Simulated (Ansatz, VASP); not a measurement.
## One calculation of CdSe, two programs

The input INCAR:

```
SYSTEM = CdSe
PREC = Accurate
ENCUT = 520
EDIFF = 1E-7
ISMEAR = -1
SIGMA = 0.02
LREAL = .False.
LASPH = .True.
NELM = 60
ALGO = Normal
ISIF = 2
LWAVE = .False.
LCHARG = .False.
GGA = PE
NBANDS = 16
```

The input KPOINTS:

```
Automatic mesh
0
Gamma
  6 6 6
  0 0 0
```

POSCAR

```
CdSe
1.0
    0.0000000000      2.8689794091      2.8689794091
    2.8689794091      0.0000000000      2.8689794091
    2.8689794091      2.8689794091      0.0000000000
Cd Se
1 1
Direct
    0.0000000000      0.0000000000      0.0000000000
    0.5000000000      0.5000000000      0.5000000000
```

Input for Ansatz:

```yaml
crystal:
  lattice:
    - [0.0, 2.8689794091, 2.8689794091]
    - [2.8689794091, 0.0, 2.8689794091]
    - [2.8689794091, 2.8689794091, 0.0]
  atoms:
    - { symbol: Cd, position: [0.0, 0.0, 0.0] }
    - { symbol: Se, position: [0.5, 0.5, 0.5] }
kpoints:
  mp_grid: { grid: [6, 6, 6] }
hamiltonian:
  xc: pbe
scf:
  occupations: { method: fermi_dirac, width: 0.02 }
  n_extra_bands: 4
output:
  forces: true
  stress: true
  eigenvalues: true
```

Alike in both runs: task single point; functional PBE; k mesh 6 × 6 × 6; occupations fermi-dirac, width 0.02 eV; no spin polarisation.

|  | VASP | Ansatz |
| --- | --- | --- |
| version | VASP 6.6.1 | Ansatz 0.2.0 |
| potentials or method | VASP PAW PBE potentials, release 64 (Cd, Se) | plane waves, PAW |
| plane-wave cutoff (eV) | 520 | 420 |
| valence electrons in the cell | 18 | 36 |

|  | VASP | Ansatz | Ansatz less VASP |
| --- | --- | --- | --- |
| pressure (GPa) | 0.3 | 0.0 | -0.33 |

The functional is the same, so the differences come from potentials, cutoffs and numerics. VASP's potentials hold 18 valence electrons a cell and Ansatz's 36, so a difference there can come from the potentials and not from the codes.
